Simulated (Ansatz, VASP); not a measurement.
**Ti2W: VASP beside Ansatz**

```xyz
6
Lattice="2.8389 0.0000 0.0000 -1.4195 2.4586 0.0000 0.0000 0.0000 14.4171" Properties=species:S:1:pos:R:3 pbc="T T T"
Ti    0.0000    1.6391    1.1661
Ti    0.0000    1.6391    6.0425
Ti    1.4195    0.8195    8.3746
Ti    1.4195    0.8195   13.2510
W     0.0000    1.6391   10.8128
W     1.4195    0.8195    3.6043
```

Alike in both runs: task single point; functional PBE; k mesh 18 × 18 × 4; occupations gaussian, width 0.1 eV; no spin polarisation.

```csv
,VASP,Ansatz
version,VASP 6.6.1,Ansatz 0.2.0
potentials or method,"VASP PAW PBE potentials, release 64 (Ti_sv, W_sv), cutoff 520 eV","scalar-relativistic, plane waves, PAW"
valence electrons in the cell,76,76
```

VASP gave:

- gap on the k mesh at the Fermi level (eV): none
- pressure (GPa): -0.2
- rms of the force components (eV/Å): 0.004

What did Ansatz give for the same quantities?

gap on the k mesh at the Fermi level (eV): none; pressure (GPa): 0.0; rms of the force components (eV/Å): 0.000.

Atom by atom the forces differ by 0.005 eV/Å (rms over components). A gap of «none» marks a metal or a gap that the smearing closes.

Neither program's run includes spin-orbit coupling.
